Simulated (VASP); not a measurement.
**BeTe (fa.b): single point with PBEsol**

Crystal: BeTe (fa.b).

```
Be Te
1.0
     0.00000    2.80249    2.80249
     2.80249    0.00000    2.80249
     2.80249    2.80249    0.00000
Be Te
1 1
Direct
  0.00000 0.00000 0.00000
  0.25000 0.25000 0.25000
```

* Program: VASP 6.6.1
* Task: single point
* Functional: PBEsol
* Potentials or basis: VASP PAW PBE potentials, release 64 (Be, Te)
* Cutoff: 600 eV
* k mesh: 8 × 8 × 8
* Occupations: gaussian, width 0.02 eV
* Spin: no spin polarisation
* Dipole correction: no
* Further INCAR settings: ALGO = Normal; EDIFF = 1e-06; NBANDS = 11

The pressure is 0.3 GPa and the band gap on the k mesh is 1.82 eV, indirect (least direct gap 3.59 eV).

Levels at points of the mesh, in eV from the valence-band top:
```
           k point  band 1  band 2  band 3  band 4  band 5  band 6  band 7  band 8
(0.00, 0.00, 0.00)  -12.43    0.00    0.00    0.00    3.59    3.59    3.59    3.84
(0.50, 0.00, 0.00)  -11.04   -5.67   -1.16   -1.16    3.07    4.55    4.55    7.66
(0.50, 0.50, 0.00)  -10.54   -5.21   -2.71   -2.71    1.82    2.59    9.80    9.80
```

It took 5.8 s on 1 thread of Intel(R) Xeon(R) 6975P-C (Granite Rapids), on a shared host, peak memory 0.18 GiB.

Caveat: the PAW data sets were made with another functional, which shifts forces and pressure a little; spin-orbit coupling is left out, which moves the levels of the heavy elements. As with any semilocal functional, this PBEsol gap is likely too small.
